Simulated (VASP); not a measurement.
# InSb (Pmmn) in VASP: a series of runs

Runs on InSb. Level: PBE. Tasks: electric field gradients.

Program: VASP 6.6.1. These are calculated values, not measurements. Logs are shortened: lines on timing, memory, paths and dates and some standing lists are left out, and cuts for length are marked.

### Step 1. The cell of the first run

Symmetry: Pmmn, No. 59, orthorhombic system. Conventional cell: a = 5.427 Å, b = 5.787 Å, c = 3.103 Å, α = 90.00°, β = 90.00°, γ = 90.00°. Within 3.6 Å of In (site symmetry mm2) lie 4 Sb at 2.76 to 2.94 Å and 2 In at 3.10 Å. Sb (site symmetry mm2) has 4 In at 2.76 to 2.94 Å and 2 Sb at 3.10 Å within 3.6 Å.

### Step 2. Electric field gradients, PBE (24.37 Å³/atom)

The input, INCAR:

```
SYSTEM = InSb
  PREC = Accurate
  ENCUT = 520
  EDIFF = 1E-8
  ISMEAR = -1
  SIGMA = 0.08
  LREAL = .FALSE.
  LASPH = .TRUE.
  NELM = 80
  ALGO = Normal
  ISIF = 2
  LWAVE = .FALSE.
  LCHARG = .FALSE.
  GGA = PE
  LEFG = .TRUE.
  NBANDS = 26
```

The input, KPOINTS:

```
regular mesh
0
G
  6 6 11
  0 0 0
```

The input, POSCAR:

```
InSb
1.0
    5.4274949263      0.0000000000      0.0000000000
    0.0000000000      5.7871665146      0.0000000000
    0.0000000000      0.0000000000      3.1033072539
In Sb
2 2
Direct
    0.0000000000      0.0000000000      0.0000000000
    0.5000000000      0.5000000000      0.0000000000
    0.5000000000      0.0000000000      0.8350000000
    0.0000000000      0.5000000000      0.1650000000
```

Potentials or basis: VASP PAW PBE potentials, release 64 (In_d, Sb).

Started as:

```bash
$ cat potpaw_PBE.64/In_d/POTCAR potpaw_PBE.64/Sb/POTCAR > POTCAR
$ mpirun -np 1 vasp_std > vasp.out
```

OUTCAR:

```text
SYSTEM = InSb
   PREC = Accurate
   ENCUT = 520
   EDIFF = 1E-8
   ISMEAR = -1
   LREAL = .FALSE.
   LASPH = .TRUE.
   NELM = 80
   ISIF = 2
   GGA = PE

 ion  position               nearest neighbor table
   1  0.000  0.000  0.000-   3 2.76   3 2.76   4 2.94   4 2.94   3 3.75   3 3.75   4 3.88   4 3.88
                             2 3.97   2 3.97   2 3.97   2 3.97
   2  0.500  0.500  0.000-   4 2.76   4 2.76   3 2.94   3 2.94   4 3.75   4 3.75   3 3.88   3 3.88
                             1 3.97   1 3.97   1 3.97   1 3.97
   3  0.500  0.000  0.835-   1 2.76   1 2.76   2 2.94   2 2.94   1 3.75   1 3.75   2 3.88   2 3.88

   4  0.000  0.500  0.165-   2 2.76   2 2.76   1 2.94   1 2.94   2 3.75   2 3.75   1 3.88   1 3.88

  LATTYP: Found a simple orthorhombic cell.
 ALAT       =     3.1033072539
 B/A-ratio  =     1.7489389488
 C/A-ratio  =     1.8648383937

  Lattice vectors:

 A1 = (   0.0000000000,   0.0000000000,   3.1033072539)
 A2 = (   5.4274949263,   0.0000000000,   0.0000000000)
 A3 = (   0.0000000000,   5.7871665146,   0.0000000000)

Analysis of symmetry for initial positions (statically):
=====================================================================
 Subroutine PRICEL returns:
 Original cell was already a primitive cell.

 Routine SETGRP: Setting up the symmetry group for a
 simple orthorhombic supercell.

 Subroutine GETGRP returns: Found  8 space group operations
 (whereof  4 operations were pure point group operations)
 out of a pool of  8 trial point group operations.

The static configuration has the point symmetry C_2v.
 The point group associated with its full space group is D_2h.

Analysis of symmetry for dynamics (positions and initial velocities):
=====================================================================
 Subroutine PRICEL returns:
 Original cell was already a primitive cell.

 Routine SETGRP: Setting up the symmetry group for a
 simple orthorhombic supercell.

 Subroutine GETGRP returns: Found  8 space group operations
 (whereof  4 operations were pure point group operations)
 out of a pool of  8 trial point group operations.

The dynamic configuration has the point symmetry C_2v.
 The point group associated with its full space group is D_2h.

 Subroutine INISYM returns: Found  8 space group operations
 (whereof  4 operations are pure point group operations),
 and found     1 'primitive' translations

----------------------------------------------------------------------------------------

                                     Primitive cell

  volume of cell :      97.4743

  direct lattice vectors                    reciprocal lattice vectors
     5.427494926  0.000000000  0.000000000     0.184247063  0.000000000  0.000000000
     0.000000000  5.787166515  0.000000000     0.000000000  0.172796134  0.000000000
     0.000000000  0.000000000  3.103307254     0.000000000  0.000000000  0.322236865

  length of vectors
     5.427494926  5.787166515  3.103307254     0.184247063  0.172796134  0.322236865

  position of ions in fractional coordinates (direct lattice)
     0.000000000  0.000000000  0.000000000
     0.500000000  0.500000000  0.000000000
     0.500000000  0.000000000  0.835000000
     0.000000000  0.500000000  0.165000000

  ion indices of the primitive-cell ions
   primitive index   ion index
                 1           1
                 2           2
                 3           3
                 4           4

----------------------------------------------------------------------------------------

 KPOINTS: regular mesh

Automatic generation of k-mesh.
 Grid dimensions read from file:
 generate k-points for:    6    6   11

 Generating k-lattice:

[... 45 lines left out ...]
   total plane-waves  NPLWV =  46080
   dimension x,y,z NGX =    40 NGY =   48 NGZ =   24
   dimension x,y,z NGXF=    80 NGYF=   96 NGZF=   48
   ions per type =               2   2
   NGX,Y,Z   is equivalent  to a cutoff of  12.25, 13.79, 12.86 a.u.
   NGXF,Y,Z  is equivalent  to a cutoff of  24.50, 27.58, 25.71 a.u.
 SYSTEM =  InSb
   PREC   = accura    normal or accurate (medium, high low for compatibility)
   ISTART =      0    job   : 0-new  1-cont  2-samecut
   ICHARG =      2    charge: 1-file 2-atom 10-const
   ISPIN  =      1    spin polarized calculation?
   LNONCOLLINEAR =      F non collinear calculations
   LSORBIT =      F    spin-orbit coupling
   LASPH  =      T    aspherical Exc in radial PAW
   ENCUT  =  520.0 eV  38.22 Ry    6.18 a.u.  10.09 10.76  5.77*2*pi/ulx,y,z
   NELM   =     80;   NELMIN=  2; NELMDL= -5     # of ELM steps
   EDIFF  = 0.1E-07   stopping-criterion for ELM
   LREAL  =      F    real-space projection
   EDIFFG = 0.1E-06   stopping-criterion for IOM
   NSW    =      0    number of steps for IOM
   IBRION =     -1    ionic relax: 0-MD 1-quasi-New 2-CG
   NFREE  =      0    steps in history (QN), initial steepest desc. (CG)
   ISIF   =      2    stress and relaxation
   ISYM   =      2    0-nonsym 1-usesym 2-fastsym
   POTIM  = 0.5000    time-step for ionic-motion
   TEBEG  =    0.0;   TEEND  =   0.0 temperature during run
   PSTRESS=    0.0 pullay stress
   NELECT =      36.0000    total number of electrons
   NUPDOWN=      -1.0000    fix difference up-down
   EMIN   =  10.00;   EMAX   =-10.00  energy-range for DOS
   EFERMI =   0.00;   METHOD = LEGACY
   ISMEAR =    -1;   SIGMA  =   0.08  broadening in eV -4-tet -1-fermi 0-gaus
   EFERMI_NEDOS =   21; number of points for ismear=-14 and -15
   IALGO  =     38    algorithm
   IMIX   =      4    mixing-type and parameters
     AMIX     =   0.40;   BMIX     =  1.00
     AMIX_MAG =   1.60;   BMIX_MAG =  1.00
  volume/ion in A,a.u.               =      24.37       164.45
  Fermi-wavevector in a.u.,A,eV,Ry     =   1.174570  2.219616 18.770800  1.379615
  Thomas-Fermi vector in A             =   2.310965
   LORBIT       =      0    0 simple, 1 ext, 2 COOP (PROOUT), +10 PAW based schemes
   GGA     = PE    functional components
   LHFCALC =     F    Hartree Fock is set to
   AEXX    =    0.0000 exact exchange contribution
   IVDW    =     0    specifies the selected vdW correction
   LEPSILON=     F    determine dielectric tensor
   LRPA    =     F    only Hartree local field effects (RPA)
 non-spin polarized calculation
  energy-cutoff  :      520.00
  volume of cell :       97.47
 maximum number of plane-waves:      2648
   NGX = 21   NGY = 21   NGZ = 11

 number of electron      35.9999981 magnetization

 Free energy of the ion-electron system (eV)
  ---------------------------------------------------
  ext. energy  EPLUGINS =         0.00000000
  ---------------------------------------------------
  free energy    TOTEN  =       -12.50580802 eV

  energy without entropy =      -12.47539998  energy(sigma->0) =      -12.49060400

 E-fermi :   9.0140     XC(G=0): -10.5275

 val. band max:        9.0135260098   @ k =   0.1667   0.3333   0.4545
 cond. band min:       9.0662044377   @ k =   0.3333   0.1667   0.4545
 fundamental gap:      0.0526784279
 Fermi energy:         9.0140491459

 k-point     1 :       0.0000    0.0000    0.0000
  band No.  band energies     occupation
      1      -6.1728      2.00000
      2      -6.1699      2.00000
      3      -6.0534      2.00000
      4      -5.8602      2.00000
      5      -5.8486      2.00000
      6      -5.7200      2.00000
[... 685 lines left out ...]
     25      16.0208      0.00000
     26      16.0208      0.00000

 [... further k-points ...]

------------------------ aborting loop because EDIFF is reached ----------------------------------------

  FORCE on cell =-STRESS in cart. coord.  units (eV):
  Direction    XX          YY          ZZ          XY          YZ          ZX
  --------------------------------------------------------------------------------------
  -------------------------------------------------------------------------------------
  Total       14.5910517      6.4606126      3.4796354      0.0000000      0.0000000      0.0000000
  in kB      239.8319270    106.1925627     57.1944827      0.0000000      0.0000000      0.0000000
  external PRESSURE =     134.4063241 kB  Pullay stress =       0.0000000 kB

 VOLUME and BASIS-vectors are now :
 -----------------------------------------------------------------------------
  energy-cutoff  :      520.00
  volume of cell :       97.47
      direct lattice vectors                 reciprocal lattice vectors
     5.427494926  0.000000000  0.000000000     0.184247063  0.000000000  0.000000000
     0.000000000  5.787166515  0.000000000     0.000000000  0.172796134  0.000000000
     0.000000000  0.000000000  3.103307254     0.000000000  0.000000000  0.322236865

 POSITION                                       TOTAL-FORCE (eV/Angst)
 -----------------------------------------------------------------------------------
      0.00000      0.00000      0.00000         0.000000      0.000000      0.245262
      2.71375      2.89358      0.00000         0.000000      0.000000     -0.245262
      2.71375      0.00000      2.59126         0.000000      0.000000     -0.651054
      0.00000      2.89358      0.51205         0.000000      0.000000      0.651054
 -----------------------------------------------------------------------------------
    total drift:                               -0.000000      0.000000     -0.000000

  FREE ENERGIE OF THE ION-ELECTRON SYSTEM (eV)
  ---------------------------------------------------
  free  energy   TOTEN  =       -12.5058080167 eV

  energy  without entropy=      -12.4753999833  energy(sigma->0) =      -12.49060400

 Electric field gradients (V/A^2)
---------------------------------------------------------------------
 ion       V_xx      V_yy      V_zz      V_xy      V_xz      V_yz
---------------------------------------------------------------------
   1     -80.089    12.052    68.037    -0.000     0.000    -0.000
   2     -80.089    12.052    68.037    -0.000     0.000    -0.000
   3     -80.423   -76.376   156.798    -0.000     0.000    -0.000
   4     -80.423   -76.376   156.798    -0.000     0.000     0.000
---------------------------------------------------------------------

 Electric field gradients after diagonalization (V/A^2)
 (convention: |V_zz| > |V_xx| > |V_yy|)
----------------------------------------------------------------------
 ion       V_xx      V_yy      V_zz     asymmetry (V_yy - V_xx)/ V_zz
----------------------------------------------------------------------
   1      68.037    12.052   -80.089       0.699
   2      68.037    12.052   -80.089       0.699
   3     -80.423   -76.376   156.798       0.026
   4     -80.423   -76.376   156.798       0.026
----------------------------------------------------------------------

           NMR quadrupolar parameters

 Cq : quadrupolar parameter    Cq=e*Q*V_zz/h
 eta: asymmetry parameters     (V_yy - V_xx)/ V_zz
 Q  : nuclear electric quadrupole moment in mb (millibarn)
----------------------------------------------------------------------
 ion       Cq(MHz)       eta       Q (mb)
----------------------------------------------------------------------
   1      -0.194       0.699       1.000
   2      -0.194       0.699       1.000
   3       0.379       0.026       1.000
   4       0.379       0.026       1.000
----------------------------------------------------------------------
```

Wall time 3.2 min (1 thread of Intel Xeon Platinum 8488C (Sapphire Rapids), shared host); peak memory 0.35 GiB.

Results:

| Item | Value |
| --- | --- |
| Free energy | -12.5058 eV |
| Pressure | 13.4 GPa |
| Largest force | 0.651 eV/Å |
| Band gap on the k mesh | zero (bands 18 and 19 overlap by 3.16 eV) |
| Largest electric field gradient by atom | In -80.1; Sb +156.8 V/Å² |

Forces on the atoms (eV/Å):
```
In   0.000  0.000  0.245
In   0.000  0.000 -0.245
Sb   0.000  0.000 -0.651
Sb   0.000  0.000  0.651
```

Levels at points of the mesh, in eV from the Fermi level:
| k point | band 15 | band 16 | band 17 | band 18 | band 19 | band 20 | band 21 | band 22 |
| --- | --- | --- | --- | --- | --- | --- | --- | --- |
| (0.00, 0.00, 0.00) | -5.53 | -2.84 | -2.74 | -2.11 | 3.11 | 4.14 | 4.19 | 6.17 |
| (0.50, 0.00, 0.00) | -4.27 | -4.27 | 0.96 | 0.96 | 4.13 | 4.13 | 4.52 | 4.52 |
| (0.00, 0.50, 0.00) | -4.45 | -4.45 | -0.35 | -0.35 | 3.73 | 3.73 | 4.37 | 4.37 |
| (0.50, 0.50, 0.00) | -0.44 | -0.44 | 1.33 | 1.33 | 2.39 | 2.39 | 2.61 | 2.61 |

Electric field gradients, principal values (V/Å²):
| atom | least | middle | greatest (by size) |
| --- | --- | --- | --- |
| 1 In | 12.052 | 68.037 | -80.089 |
| 2 In | 12.052 | 68.037 | -80.089 |
| 3 Sb | -76.376 | -80.423 | 156.798 |
| 4 Sb | -76.376 | -80.423 | 156.798 |

Caveat: the cell stands under pressure; without QUAD_EFG the Cq values of the log hold for a quadrupole moment of 1 mb, not for the nuclei; spin-orbit coupling is left out, which moves the levels of the heavy elements.

### Step 3. Electric field gradients, PBE

This run uses another cell than the first one, of 23.43 Å³/atom.

INCAR: that of step 2 with these lines changed.

```diff
@@ -8,3 +8,3 @@
   LASPH = .TRUE.
-  NELM = 80
+  NELM = 60
   ALGO = Normal
```

KPOINTS is that of step 2.

The input, POSCAR:

```
InSb
1.0
    5.3570000000      0.0000000000      0.0000000000
    0.0000000000      5.7120000000      0.0000000000
    0.0000000000      0.0000000000      3.0630000000
In Sb
2 2
Direct
    0.0000000000      0.0000000000      0.0000000000
    0.5000000000      0.5000000000      0.0000000000
    0.5000000000      0.0000000000      0.8350000000
    0.0000000000      0.5000000000      0.1650000000
```

Potentials or basis: VASP PAW PBE potentials, release 64 (In_d, Sb).

Started as:

```bash
$ cat potpaw_PBE.64/In_d/POTCAR potpaw_PBE.64/Sb/POTCAR > POTCAR
$ mpirun -np 1 vasp_std > vasp.out
```

OUTCAR:

```text
SYSTEM = InSb
   PREC = Accurate
   ENCUT = 520
   EDIFF = 1E-8
   ISMEAR = -1
   LREAL = .FALSE.
   LASPH = .TRUE.
   NELM = 60
   ISIF = 2
   GGA = PE

 ion  position               nearest neighbor table
   1  0.000  0.000  0.000-   3 2.73   3 2.73   4 2.90   4 2.90   3 3.70   3 3.70   4 3.83   4 3.83
                             2 3.92   2 3.92   2 3.92   2 3.92
   2  0.500  0.500  0.000-   4 2.73   4 2.73   3 2.90   3 2.90   4 3.70   4 3.70   3 3.83   3 3.83
                             1 3.92   1 3.92   1 3.92   1 3.92
   3  0.500  0.000  0.835-   1 2.73   1 2.73   2 2.90   2 2.90   1 3.70   1 3.70   2 3.83   2 3.83

   4  0.000  0.500  0.165-   2 2.73   2 2.73   1 2.90   1 2.90   2 3.70   2 3.70   1 3.83   1 3.83

  LATTYP: Found a simple orthorhombic cell.
 ALAT       =     3.0630000000
 B/A-ratio  =     1.7489389487
 C/A-ratio  =     1.8648383937

  Lattice vectors:

 A1 = (   0.0000000000,   0.0000000000,   3.0630000000)
 A2 = (   5.3570000000,   0.0000000000,   0.0000000000)
 A3 = (   0.0000000000,   5.7120000000,   0.0000000000)

Analysis of symmetry for initial positions (statically):
[... 907 lines left out ...]
      2.67850      0.00000      2.55761         0.000000      0.000000     -0.758623
      0.00000      2.85600      0.50539         0.000000      0.000000      0.758623
 -----------------------------------------------------------------------------------
    total drift:                               -0.000000      0.000000     -0.000000

  FREE ENERGIE OF THE ION-ELECTRON SYSTEM (eV)
  ---------------------------------------------------
  free  energy   TOTEN  =       -12.1403680397 eV

  energy  without entropy=      -12.1104428032  energy(sigma->0) =      -12.12540542

 Electric field gradients (V/A^2)
---------------------------------------------------------------------
 ion       V_xx      V_yy      V_zz      V_xy      V_xz      V_yz
---------------------------------------------------------------------
   1     -82.402    13.106    69.297     0.000    -0.000     0.000
   2     -82.402    13.106    69.297    -0.000    -0.000     0.000
   3     -83.185   -73.473   156.658    -0.000     0.000    -0.000
   4     -83.185   -73.473   156.658     0.000     0.000    -0.000
---------------------------------------------------------------------

 Electric field gradients after diagonalization (V/A^2)
 (convention: |V_zz| > |V_xx| > |V_yy|)
----------------------------------------------------------------------
 ion       V_xx      V_yy      V_zz     asymmetry (V_yy - V_xx)/ V_zz
----------------------------------------------------------------------
   1      69.297    13.106   -82.402       0.682
   2      69.297    13.106   -82.402       0.682
   3     -83.185   -73.473   156.658       0.062
   4     -83.185   -73.473   156.658       0.062
----------------------------------------------------------------------

           NMR quadrupolar parameters

 Cq : quadrupolar parameter    Cq=e*Q*V_zz/h
 eta: asymmetry parameters     (V_yy - V_xx)/ V_zz
 Q  : nuclear electric quadrupole moment in mb (millibarn)
----------------------------------------------------------------------
 ion       Cq(MHz)       eta       Q (mb)
----------------------------------------------------------------------
   1      -0.199       0.682       1.000
   2      -0.199       0.682       1.000
   3       0.379       0.062       1.000
   4       0.379       0.062       1.000
----------------------------------------------------------------------
```

OSZICAR:

```text
N       E                     dE             d eps       ncg     rms          rms(c)
DAV:   1     0.300641444680E+03    0.30064E+03   -0.15920E+04  4994   0.157E+03
DAV:   2     0.139373462144E+02   -0.28670E+03   -0.27953E+03  5194   0.383E+02
DAV:   3    -0.112900131829E+02   -0.25227E+02   -0.24715E+02  6258   0.127E+02
DAV:   4    -0.122277591985E+02   -0.93775E+00   -0.93413E+00  6008   0.252E+01
DAV:   5    -0.122793245178E+02   -0.51565E-01   -0.51559E-01  7696   0.540E+00    0.681E+00
DAV:   6    -0.121599297678E+02    0.11939E+00   -0.22363E-01  6866   0.758E+00    0.376E+00
DAV:   7    -0.121419377563E+02    0.17992E-01   -0.99253E-02  7076   0.356E+00    0.721E-01
DAV:   8    -0.121402172785E+02    0.17205E-02   -0.13258E-02  6594   0.144E+00    0.373E-01
DAV:   9    -0.121403690490E+02   -0.15177E-03   -0.97425E-04  6630   0.219E-01    0.834E-02
DAV:  10    -0.121403629445E+02    0.61045E-05   -0.38366E-05  7052   0.614E-02    0.293E-02
DAV:  11    -0.121403687097E+02   -0.57652E-05   -0.76305E-06  6066   0.238E-02    0.141E-02
DAV:  12    -0.121403687052E+02    0.44470E-08   -0.51942E-07  6962   0.656E-03    0.327E-03
DAV:  13    -0.121403680486E+02    0.65669E-06   -0.13126E-07  6484   0.406E-03    0.169E-03
DAV:  14    -0.121403680397E+02    0.88444E-08   -0.13769E-08  3900   0.956E-04
   1 F= -.12140368E+02 E0= -.12125405E+02  d E =-.299252E-01
```

Run time: 2.6 min. Hardware: 1 thread of Intel Xeon 6455B, shared host; peak memory 0.34 GiB.

Results:

```
Free energy                             : -12.1404 eV
Pressure                                : 17.9 GPa
Largest force                           : 0.759 eV/Å
Band gap on the k mesh                  : zero (bands 18 and 19 overlap by 3.35 eV)
Largest electric field gradient by atom : In -82.4; Sb +156.7 V/Å²
```

Forces in eV/Å, atoms in the order of the input:
```
In   0.000  0.000  0.273
In   0.000  0.000 -0.273
Sb   0.000  0.000 -0.759
Sb   0.000  0.000  0.759
```

Electric field gradients, principal values (V/Å²):
```tsv
atom	least	middle	greatest (by size)
1 In	13.106	69.297	-82.402
2 In	13.106	69.297	-82.402
3 Sb	-73.473	-83.185	156.658
4 Sb	-73.473	-83.185	156.658
```

Caveat: the cell stands under pressure; without QUAD_EFG the Cq values of the log hold for a quadrupole moment of 1 mb, not for the nuclei; spin-orbit coupling is left out, which moves the levels of the heavy elements.

(Continued in part 2 of 2.)
